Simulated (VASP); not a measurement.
The system is Mg.

```xyz
2
Lattice="3.2093 0.0000 0.0000 -1.6046 2.7793 0.0000 0.0000 0.0000 5.2103" Properties=species:S:1:pos:R:3 pbc="T T T"
Mg    0.0000    1.8529    1.3026
Mg    1.6047    0.9264    3.9077
```

* Program: VASP 6.6.1
* Task: relaxation of volume and atoms at fixed shape
* Functional: LDA
* Potentials or basis: VASP PAW LDA potentials, release 64 (Mg)
* Cutoff: 600 eV
* k mesh: 6 × 6 × 4
* Occupations: fermi-dirac, width 0.05 eV
* Spin: no spin polarisation

At the start: pressure -2.8 GPa; volume 23.24 Å³/atom.

Q: How do energy, volume and symmetry change on relaxing?

A: Over 3 steps the energy falls by 16.5 meV/atom and the volume is 21.49 Å³/atom (-7.5 %); space group P6_3/mmc (No. 194, to 0.1 Å) before and after.

The path:
```tsv
step	energy change (eV)	largest force (eV/Å)	pressure (GPa)	volume (Å³)
1	0.0000	0.0000	-2.79	46.47
2	-0.0308	0.0000	-0.79	43.80
3	-0.0330	0.0000	-0.04	42.98
```

Final structure:
```yaml
crystal:
  lattice:
    - [3.12665, 0.00000, 0.00000]
    - [-1.56333, 2.70776, 0.00000]
    - [0.00000, 0.00000, 5.07613]
  atoms:
    - { symbol: Mg, position: [0.33333, 0.66667, 0.25000] }
    - { symbol: Mg, position: [0.66667, 0.33333, 0.75000] }
```

Caveat: the k points lie up to 0.39 Å⁻¹ apart in the final cell, too coarse for converged energies and pressures of a metal.
